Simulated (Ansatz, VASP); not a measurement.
**One calculation of Mg, two programs**

```
CELL_PARAMETERS angstrom
0.00000 2.12394 2.12394
2.12394 0.00000 2.12394
2.12394 2.12394 0.00000
ATOMIC_POSITIONS crystal
Mg 0.00000 0.00000 0.00000
```

Alike in both runs: task single point; functional LDA; k mesh 14 × 14 × 14; occupations fermi-dirac, width 0.1 eV; no spin polarisation.

|  | VASP | Ansatz |
| --- | --- | --- |
| version | VASP 6.6.1 | Ansatz 0.2.0 |
| potentials or method | VASP PAW LDA potentials, release 64 (Mg), cutoff 520 eV | plane waves (420 eV) with PAW, scalar-relativistic |
| valence electrons in the cell | 2 | 10 |

|  | VASP | Ansatz | Ansatz less VASP |
| --- | --- | --- | --- |
| pressure (GPa) | 6.2 | 6.5 | +0.32 |

Ansatz warns that its potentials were made for another functional, while VASP's fit it. LDA's correlation is that of Perdew and Zunger in VASP and of Perdew and Wang (1992) in Ansatz. VASP's potentials hold 2 valence electrons a cell and Ansatz's 10, so a difference there can come from the potentials and not from the codes.
